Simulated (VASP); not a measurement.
# Mg (P6_3/mmc) in VASP: further runs

Runs on Mg. Level: PBEsol. Tasks: relaxation of cell and atoms, relaxation of shape and atoms at fixed volume.

Program: VASP 6.6.1. These are calculated values, not measurements. Logs are shortened: lines on timing, memory, paths and dates and some standing lists are left out, and cuts for length are marked.

### 1 The cell of the first run

It takes space group P6_3/mmc (No. 194, hexagonal). The conventional cell has a = 3.209 Å, b = 3.209 Å, c = 5.210 Å, α = 90.00°, β = 90.00°, γ = 120.00°. Mg (site symmetry -6m2) has 12 Mg at 3.20 to 3.21 Å within 4.2 Å.

### 2 Relaxation of cell and atoms, PBEsol

The input, INCAR:

```
SYSTEM = Mg
  PREC = Accurate
  ENCUT = 600
  EDIFF = 1E-6
  ISMEAR = 0
  SIGMA = 0.05
  LREAL = .False.
  LASPH = .True.
  NELM = 80
  ALGO = Fast
  ISIF = 3
  LWAVE = .False.
  LCHARG = .False.
  GGA = PS
  IBRION = 2
  NSW = 80
  EDIFFG = -0.01
```

The input, KPOINTS:

```
regular mesh
0
Gamma
  16 16 10
  0 0 0
```

The input, POSCAR:

```
Mg
1.0
    3.2093000000      0.0000000000      0.0000000000
   -1.6046500000      2.7793353284      0.0000000000
    0.0000000000      0.0000000000      5.2103000000
Mg
2
Direct
    0.3333333333      0.6666666667      0.2500000000
    0.6666666667      0.3333333333      0.7500000000
```

Potentials or basis: VASP PAW PBE potentials, release 64 (Mg).

The run is started by

```bash
$ cat potpaw_PBE.64/Mg/POTCAR > POTCAR
$ mpirun -np 1 vasp_std > vasp.out
```

OUTCAR:

```text
SYSTEM = Mg
   PREC = Accurate
   ENCUT = 600
   EDIFF = 1E-6
   ISMEAR = 0
   LREAL = .False.
   LASPH = .True.
   NELM = 80
   ISIF = 3
   GGA = PS
   IBRION = 2
   NSW = 80
   EDIFFG = -0.01

 ion  position               nearest neighbor table
   1  0.333  0.667  0.250-   2 3.20   2 3.20   2 3.20   2 3.20   2 3.20   2 3.20
   2  0.667  0.333  0.750-   1 3.20   1 3.20   1 3.20   1 3.20   1 3.20   1 3.20

  LATTYP: Found a hexagonal cell.
 ALAT       =     3.2093000000
 C/A-ratio  =     1.6235004518

  Lattice vectors:

 A1 = (   3.2093000000,   0.0000000000,   0.0000000000)
 A2 = (  -1.6046500000,   2.7793353284,   0.0000000000)
 A3 = (   0.0000000000,   0.0000000000,   5.2103000000)

Analysis of symmetry for initial positions (statically):
=====================================================================
 Subroutine PRICEL returns:
 Original cell was already a primitive cell.

 Routine SETGRP: Setting up the symmetry group for a
 hexagonal supercell.

 Subroutine GETGRP returns: Found 24 space group operations
 (whereof 12 operations were pure point group operations)
 out of a pool of 24 trial point group operations.

The static configuration has the point symmetry D_3d.
 The point group associated with its full space group is D_6h.

Analysis of symmetry for dynamics (positions and initial velocities):
=====================================================================
 Subroutine PRICEL returns:
 Original cell was already a primitive cell.

 Routine SETGRP: Setting up the symmetry group for a
 hexagonal supercell.

 Subroutine GETGRP returns: Found 24 space group operations
 (whereof 12 operations were pure point group operations)
 out of a pool of 24 trial point group operations.

The dynamic configuration has the point symmetry D_3d.
 The point group associated with its full space group is D_6h.

 Subroutine INISYM returns: Found 24 space group operations
 (whereof 12 operations are pure point group operations),
 and found     1 'primitive' translations

----------------------------------------------------------------------------------------

                                     Primitive cell

  volume of cell :      46.4744

  direct lattice vectors                    reciprocal lattice vectors
     3.209300000  0.000000000  0.000000000     0.311594429  0.179899127  0.000000000
    -1.604650000  2.779335328  0.000000000     0.000000000  0.359798255  0.000000000
     0.000000000  0.000000000  5.210300000     0.000000000  0.000000000  0.191927528

  length of vectors
     3.209300000  3.209300000  5.210300000     0.359798255  0.359798255  0.191927528

  position of ions in fractional coordinates (direct lattice)
     0.333333333  0.666666667  0.250000000
     0.666666667  0.333333333  0.750000000

  ion indices of the primitive-cell ions
   primitive index   ion index
                 1           1
                 2           2

----------------------------------------------------------------------------------------

 KPOINTS: regular mesh

Automatic generation of k-mesh.
 Grid dimensions read from file:
 generate k-points for:   16   16   10

 Generating k-lattice:

  Cartesian coordinates                     Fractional coordinates (reciprocal lattice)
     0.019474652  0.011243695  0.000000000     0.062500000 -0.000000000  0.000000000
     0.000000000  0.022487391  0.000000000     0.000000000  0.062500000  0.000000000
     0.000000000  0.000000000  0.019192753     0.000000000  0.000000000  0.100000000

  Length of vectors
     0.022487391  0.022487391  0.019192753

  Shift w.r.t. Gamma in fractional coordinates (k-lattice)
     0.000000000  0.000000000  0.000000000

 Subroutine IBZKPT returns following result:
 ===========================================

 Found    180 irreducible k-points:

 Following reciprocal coordinates:
            Coordinates               Weight
  0.000000  0.000000  0.000000      1.000000
  0.062500  0.000000  0.000000      6.000000
  0.125000  0.000000  0.000000      6.000000
  0.187500  0.000000  0.000000      6.000000
  0.250000  0.000000  0.000000      6.000000
  0.312500  0.000000  0.000000      6.000000
[... 16 lines left out ...]
  0.187500  0.187500  0.000000      6.000000
  0.250000  0.187500  0.000000     12.000000
 [... further k-points ...]
   k-points           NKPTS =    180   k-points in BZ     NKDIM =    180   number of bands    NBANDS=      6
   number of dos      NEDOS =    301   number of ions     NIONS =      2
   total plane-waves  NPLWV =  32928
   dimension x,y,z NGX =    28 NGY =   28 NGZ =   42
   dimension x,y,z NGXF=    56 NGYF=   56 NGZF=   84
   ions per type =               2
   NGX,Y,Z   is equivalent  to a cutoff of  14.50, 14.50, 13.40 a.u.
   NGXF,Y,Z  is equivalent  to a cutoff of  29.01, 29.01, 26.80 a.u.
 SYSTEM =  Mg
   PREC   = accura    normal or accurate (medium, high low for compatibility)
   ISTART =      0    job   : 0-new  1-cont  2-samecut
   ICHARG =      2    charge: 1-file 2-atom 10-const
   ISPIN  =      1    spin polarized calculation?
   LNONCOLLINEAR =      F non collinear calculations
   LSORBIT =      F    spin-orbit coupling
   LASPH  =      T    aspherical Exc in radial PAW
   ENCUT  =  600.0 eV  44.10 Ry    6.64 a.u.   6.41  6.41 10.41*2*pi/ulx,y,z
   NELM   =     80;   NELMIN=  2; NELMDL= -5     # of ELM steps
   EDIFF  = 0.1E-05   stopping-criterion for ELM
   LREAL  =      F    real-space projection
   EDIFFG = -.1E-01   stopping-criterion for IOM
   NSW    =     80    number of steps for IOM
   IBRION =      2    ionic relax: 0-MD 1-quasi-New 2-CG
   NFREE  =      1    steps in history (QN), initial steepest desc. (CG)
   ISIF   =      3    stress and relaxation
   ISYM   =      2    0-nonsym 1-usesym 2-fastsym
   POTIM  = 0.5000    time-step for ionic-motion
   TEBEG  =    0.0;   TEEND  =   0.0 temperature during run
   PSTRESS=    0.0 pullay stress
   NELECT =       4.0000    total number of electrons
   NUPDOWN=      -1.0000    fix difference up-down
   EMIN   =  10.00;   EMAX   =-10.00  energy-range for DOS
   EFERMI =   0.00;   METHOD = LEGACY
   ISMEAR =     0;   SIGMA  =   0.05  broadening in eV -4-tet -1-fermi 0-gaus
   EFERMI_NEDOS =   21; number of points for ismear=-14 and -15
   IALGO  =     68    algorithm
   IMIX   =      4    mixing-type and parameters
     AMIX     =   0.40;   BMIX     =  1.00
     AMIX_MAG =   1.60;   BMIX_MAG =  1.00
  volume/ion in A,a.u.               =      23.24       156.81
  Fermi-wavevector in a.u.,A,eV,Ry     =   0.722809  1.365911  7.108401  0.522453
  Thomas-Fermi vector in A             =   1.812866
   LORBIT       =      0    0 simple, 1 ext, 2 COOP (PROOUT), +10 PAW based schemes
   GGA     = PS    functional components
   LHFCALC =     F    Hartree Fock is set to
   AEXX    =    0.0000 exact exchange contribution
   IVDW    =     0    specifies the selected vdW correction
   LEPSILON=     F    determine dielectric tensor
   LRPA    =     F    only Hartree local field effects (RPA)
 conjugate gradient relaxation of ions
 non-spin polarized calculation
 RMM-DIIS sequential band-by-band and
 Gauss-broadening in eV      SIGMA  =   0.05
  energy-cutoff  :      600.00
  volume of cell :       46.47
 maximum number of plane-waves:      1578
 NGX is ok and might be reduce to    28
   NGX = 13   NGY = 13   NGZ = 21

--------------------------------------- Ionic step        1  -------------------------------------------

 number of electron       4.0000000 magnetization

 Free energy of the ion-electron system (eV)
  ---------------------------------------------------
  ext. energy  EPLUGINS =         0.00000000
  ---------------------------------------------------
  free energy    TOTEN  =        -3.43629854 eV

  energy without entropy =       -3.43531092  energy(sigma->0) =       -3.43580473

------------------------ aborting loop because EDIFF is reached ----------------------------------------

  FORCE on cell =-STRESS in cart. coord.  units (eV):
  Direction    XX          YY          ZZ          XY          YZ          ZX
  --------------------------------------------------------------------------------------
  -------------------------------------------------------------------------------------
  Total       -0.3290000     -0.3290000     -0.3577288     -0.0000000      0.0000000      0.0000000
  in kB      -11.3420747    -11.3420747    -12.3324836     -0.0000000      0.0000000      0.0000000
  external PRESSURE =     -11.6722110 kB  Pullay stress =       0.0000000 kB

 VOLUME and BASIS-vectors are now :
 -----------------------------------------------------------------------------
  energy-cutoff  :      600.00
  volume of cell :       46.47
      direct lattice vectors                 reciprocal lattice vectors
     3.209300000  0.000000000  0.000000000     0.311594429  0.179899127  0.000000000
    -1.604650000  2.779335328  0.000000000     0.000000000  0.359798255  0.000000000
     0.000000000  0.000000000  5.210300000     0.000000000  0.000000000  0.191927528
[... 37 lines left out ...]
 POSITION                                       TOTAL-FORCE (eV/Angst)
 -----------------------------------------------------------------------------------
     -0.00000      1.83819      1.29134         0.000000     -0.000000     -0.000000
      1.59192      0.91909      3.87401        -0.000000      0.000000      0.000000
 -----------------------------------------------------------------------------------
    total drift:                                0.000000     -0.000000      0.000000

  FREE ENERGIE OF THE ION-ELECTRON SYSTEM (eV)
  ---------------------------------------------------
  free  energy   TOTEN  =        -3.4415694743 eV

  energy  without entropy=       -3.4406930387  energy(sigma->0) =       -3.44113126

--------------------------------------- Ionic step        3  -------------------------------------------

 number of electron       4.0000000 magnetization

 Free energy of the ion-electron system (eV)
  ---------------------------------------------------
  ext. energy  EPLUGINS =         0.00000000
  ---------------------------------------------------
  free energy    TOTEN  =        -3.44192426 eV

  energy without entropy =       -3.44106676  energy(sigma->0) =       -3.44149551

 E-fermi :   2.7172     XC(G=0):  -8.5980

 val. band max:        2.6780164301   @ k =   0.3125   0.3125   0.2000
 cond. band min:       2.7531349671   @ k =   0.3125   0.2500   0.2000
 fundamental gap:      0.0751185370
 Fermi energy:         2.7172215279

 k-point     1 :       0.0000    0.0000    0.0000
  band No.  band energies     occupation
      1      -4.3187      2.00000
      2       0.9841      2.00000
      3       1.4714      2.00000
      4      13.7333      0.00000
      5      13.7336      0.00000
      6      13.8904      0.00000

 k-point     2 :       0.0625    0.0000    0.0000
  band No.  band energies     occupation
      1      -4.2408      2.00000
      2       1.0551      2.00000
      3       1.5470      2.00000
      4      12.1007      0.00000
      5      12.8394      0.00000
      6      13.6331      0.00000
[... 181 lines left out ...]
 k-point    23 :       0.1875    0.1875    0.0000
  band No.  band energies     occupation
      1      -2.2376      2.00000
      2       2.9043      0.00000
      3       3.3555      0.00000
      4       5.9416      0.00000
      5       6.4872      0.00000
      6      10.6371      0.00000

 k-point    24 :       0.2500    0.1875    0.0000
  band No.  band energies     occupation
      1      -1.4788      2.00000
      2       3.6168      0.00000
      3       3.7207      0.00000
      4       4.7923      0.00000
      5       5.9721      0.00000
      6       9.3100      0.00000

 [... further k-points ...]

------------------------ aborting loop because EDIFF is reached ----------------------------------------

  FORCE on cell =-STRESS in cart. coord.  units (eV):
  Direction    XX          YY          ZZ          XY          YZ          ZX
  --------------------------------------------------------------------------------------
  -------------------------------------------------------------------------------------
  Total        0.0021843      0.0021843     -0.0083797      0.0000000      0.0000000      0.0000000
  in kB        0.0777979      0.0777979     -0.2984619      0.0000000      0.0000000      0.0000000
  external PRESSURE =      -0.0476220 kB  Pullay stress =       0.0000000 kB

 VOLUME and BASIS-vectors are now :
 -----------------------------------------------------------------------------
  energy-cutoff  :      600.00
  volume of cell :       44.98
      direct lattice vectors                 reciprocal lattice vectors
     3.175580696 -0.000000000  0.000000000     0.314903035  0.181809352 -0.000000000
    -1.587790348  2.750133554 -0.000000000     0.000000000  0.363618704 -0.000000000
     0.000000000  0.000000000  5.150776417    -0.000000000  0.000000000  0.194145488

 POSITION                                       TOTAL-FORCE (eV/Angst)
 -----------------------------------------------------------------------------------
     -0.00000      1.83342      1.28769         0.000000      0.000000      0.000000
      1.58779      0.91671      3.86308        -0.000000     -0.000000     -0.000000
 -----------------------------------------------------------------------------------
    total drift:                                0.000000     -0.000000      0.000000

  FREE ENERGIE OF THE ION-ELECTRON SYSTEM (eV)
  ---------------------------------------------------
  free  energy   TOTEN  =        -3.4419242557 eV

  energy  without entropy=       -3.4410667634  energy(sigma->0) =       -3.44149551

 reached required accuracy - stopping structural energy minimisation
```

Wall time 2.2 min (1 thread of AMD EPYC 7R13, shared host); peak memory 0.21 GiB.

What came out:

| Item | Value |
| --- | --- |
| Free energy | -3.4419 eV |
| Relaxed volume | 22.49 Å³/atom |
| Relaxed cell | a = 3.176 Å, b = 3.176 Å, c = 5.151 Å, α = 90.00°, β = 90.00°, γ = 120.00° |
| Space group after relaxing (to 0.05 Å) | P6_3/mmc (No. 194) |
| Energy gained by relaxing | 2.8 meV/atom |
| Ionic steps | 3 |
| Pressure after relaxing | 0.0 GPa |
| Band gap on the k mesh | zero (band 2 reaches 3.70 eV, above the bottom of band 3 at 1.47 eV) |

The path:
```
step  energy change (eV)  largest force (eV/Å)  pressure (GPa)  volume (Å³)
   1              0.0000                0.0000           -1.17        46.47
   2             -0.0053                0.0000           -0.31        45.35
   3             -0.0056                0.0000            0.00        44.98
```

Final structure:
```yaml
crystal:
  lattice:
    - [3.17558, 0.00000, 0.00000]
    - [-1.58779, 2.75013, 0.00000]
    - [0.00000, 0.00000, 5.15078]
  atoms:
    - { symbol: Mg, position: [0.33333, 0.66667, 0.25000] }
    - { symbol: Mg, position: [0.66667, 0.33333, 0.75000] }
```

Caveat: the PAW data sets were made with another functional, which shifts forces and pressure a little.

[end of part 1 of 2]
